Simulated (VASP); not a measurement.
Write the native input for VASP 6.6.1 that does the following.

| Quantity | Value |
| --- | --- |
| Task | single point |
| Functional | revPBE |
| Potentials or basis | VASP PAW PBE potentials, release 64 (Ge_d) |
| Cutoff | 520 eV |
| k mesh | 9 × 9 × 9 |
| Occupations | fermi-dirac, width 0.05 eV |
| Spin | no spin polarisation |
| Dipole correction | no |
| Further INCAR settings | ALGO = Normal; EDIFF = 1e-06; NBANDS = 21 |

The structure of Ge lies in POSCAR:

```
Ge
1.0
    0.0000000000      3.0174018550      3.0174018550
    3.0174018550      0.0000000000      3.0174018550
    3.0174018550      3.0174018550      0.0000000000
Ge
2
Direct
    0.5000000000      0.5000000000      0.5000000000
    0.7500000000      0.7500000000      0.7500000000
```

This cell differs from its parent crystal: volume scaled by 1.12.

The input as run:

INCAR

```
SYSTEM = Ge
ALGO = Normal ; EDIFF = 1E-6
ENCUT = 520 ; GGA = RE
ISIF = 2 ; ISMEAR = -1
LASPH = .True. ; LCHARG = .False.
LREAL = .False. ; LWAVE = .False.
NBANDS = 21 ; NELM = 100
PREC = Accurate ; SIGMA = 0.05
```

KPOINTS

```
k-points
0
Gamma
  9 9 9
  0 0 0
```

Potentials or basis: VASP PAW PBE potentials, release 64 (Ge_d).

Run with:

```sh
$ cat potpaw_PBE.64/Ge_d/POTCAR > POTCAR
$ mpirun -np 1 vasp_std > vasp.out
```

Results of the run:

```
Pressure               : -4.9 GPa
Band gap on the k mesh : zero (band 14 reaches 3.37 eV, above the bottom of band 15 at 3.13 eV)
```

Caveat: the PAW data sets were made with another functional, which shifts forces and pressure a little.

It took 15 s on 1 thread of Intel(R) Xeon(R) Platinum 8559C (Emerald Rapids), with other jobs on the host, peak memory 0.18 GiB.
